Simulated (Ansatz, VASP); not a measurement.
## Mo in VASP and in Ansatz

The input INCAR:

```
SYSTEM = Mo
PREC     = Accurate       ! precision mode
ENCUT    = 520            ! plane-wave cutoff, eV
EDIFF    = 1E-6           ! SCF threshold, eV
ISMEAR   = 0              ! smearing method
SIGMA    = 0.15           ! smearing width, eV
LREAL    = .False.        ! projectors in reciprocal space
LASPH    = .True.         ! aspherical terms in the spheres
NELM     = 100            ! most SCF steps
ALGO     = Fast           ! electronic algorithm
ISIF     = 2              ! what is computed and relaxed
LWAVE    = .False.        ! write WAVECAR
LCHARG   = .False.        ! write CHGCAR
GGA      = PE             ! functional
NBANDS   = 13             ! bands
```

Contents of KPOINTS:

```
Automatic mesh
0
Gamma
  22 22 22
  0 0 0
```

Contents of POSCAR:

```
Mo
1.0
   -1.6338400000      1.6338400000      1.5081600000
    1.6338400000     -1.6338400000      1.5081600000
    1.6338400000      1.6338400000     -1.5081600000
Mo
1
Direct
    0.0000000000      0.0000000000      0.0000000000
```

Input for Ansatz:

```yaml
crystal:
  lattice:
    - [-1.63384, 1.63384, 1.50816]
    - [1.63384, -1.63384, 1.50816]
    - [1.63384, 1.63384, -1.50816]
  atoms:
    - { symbol: Mo, position: [0.0, 0.0, 0.0] }
basis:
  ecutwfc: 420
kpoints:
  mp_grid: { grid: [22, 22, 22] }
hamiltonian:
  xc: pbe
scf:
  occupations: { method: gaussian, width: 0.15 }
output:
  forces: true
  stress: true
  eigenvalues: true
```

Change from the starting cell: strain +0.040 along x and y, -0.040 along z, atoms carried along.

Alike in both runs: task single point; functional PBE; k mesh 22 × 22 × 22; occupations gaussian, width 0.15 eV; no spin polarisation.

```csv
,VASP,Ansatz
version,VASP 6.6.1,Ansatz 0.2.0
potentials or method,"VASP PAW PBE potentials, release 64 (Mo_sv), cutoff 520 eV","scalar-relativistic, plane waves, PAW"
valence electrons in the cell,14,14
```

|  | VASP | Ansatz | Ansatz less VASP |
| --- | --- | --- | --- |
| gap on the k mesh at the Fermi level (eV) | none | none | - |
| pressure (GPa) | -3.6 | -4.1 | -0.52 |
| traceless stress, the component that is largest in VASP (GPa) | 15.06 | 15.08 | +0.013 |

A gap of «none» marks a metal or a gap that the smearing closes. With one functional, cell and mesh, what is left measures potentials, basis and numerics.
